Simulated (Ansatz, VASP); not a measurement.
Be4H: VASP beside Ansatz

```
CELL_PARAMETERS angstrom
2.22430 0.00000 0.00000
-0.00077 3.82577 0.00000
-1.04763 -1.41431 9.65073
ATOMIC_POSITIONS crystal
Be 0.61737 0.48145 0.71790
Be 0.11406 0.98762 0.71080
Be 0.79581 0.61694 0.09725
Be 0.29332 0.11700 0.09190
Be 0.38263 0.51855 0.28210
Be 0.88594 0.01238 0.28920
Be 0.20419 0.38306 0.90275
Be 0.70668 0.88300 0.90810
H 0.42698 0.21782 0.37666
H 0.57302 0.78218 0.62334
```

Change from the starting cell: the structure that the rattled cell fell into.

Alike in both runs: task relaxation of cell and atoms; functional PBE; k mesh 8 × 4 × 2; occupations gaussian, width 0.1 eV; no spin polarisation.

```csv
,VASP,Ansatz
version,VASP 6.6.1,Ansatz 0.2.0
potentials or method,"VASP PAW PBE potentials, release 64 (Be, H), cutoff 600 eV","scalar-relativistic, plane waves, PAW"
valence electrons in the cell,18,18
```

|  | VASP | Ansatz | Ansatz less VASP |
| --- | --- | --- | --- |
| gap on the k mesh at the Fermi level, each at its own relaxed structure (eV) | none | none | - |
| relaxed volume (Å³/atom) | 8.23 | 8.36 | +0.130 |
| relaxed length of the cell vector where the two differ most in proportion (Å) | 9.774 | 9.945 | +0.1709 |

A gap of «none» marks a metal or a gap that the smearing closes.

The k mesh is coarse, so the values compare programs but aren't converged.
